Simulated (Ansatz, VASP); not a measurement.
Two plane-wave programs on Na16F

```
CELL_PARAMETERS angstrom
8.46000 0.00000 0.00000
0.00000 8.46000 0.00000
0.00000 0.00000 8.46000
ATOMIC_POSITIONS crystal
Na 0.00034 0.98196 0.97424
Na 0.50019 0.98409 0.01339
Na 0.00034 0.51923 0.97408
Na 0.00029 0.02317 0.50877
Na 0.22771 0.25055 0.24117
Na 0.50020 0.51677 0.01348
Na 0.50022 0.01143 0.49352
Na 0.77278 0.25052 0.24085
Na 0.00031 0.47766 0.50817
Na 0.23923 0.75040 0.25645
Na 0.26878 0.25060 0.77559
Na 0.50023 0.48945 0.49342
Na 0.76125 0.75040 0.25639
Na 0.73187 0.25060 0.77553
Na 0.26610 0.75035 0.73571
Na 0.73438 0.75035 0.73576
F 0.00021 0.25041 0.37454
```

Alike in both runs: functional PBE; k mesh 2 × 2 × 2; occupations gaussian, width 0.15 eV; no spin polarisation.

Ansatz relaxed the structure, and its values are those at the end. VASP's run is a single point on that final structure, the one shown.

|  | VASP | Ansatz |
| --- | --- | --- |
| version | VASP 6.6.1 | Ansatz 0.2.0 |
| potentials or method | VASP PAW PBE potentials, release 64 (Na_pv, F), cutoff 520 eV | scalar-relativistic, plane waves, PAW |
| valence electrons in the cell | 119 | 151 |

VASP gave:

| Quantity | Value |
| --- | --- |
| rms of the force components (eV/Å) | 0.002 |

Q: Which values does Ansatz return?

A: rms of the force components (eV/Å): 0.003.

The functional is the same, so the differences come from potentials, cutoffs and numerics. VASP's potentials hold 119 valence electrons a cell and Ansatz's 151, so a difference there can come from the potentials and not from the codes.

The k mesh is coarse, so the values compare programs but aren't converged.
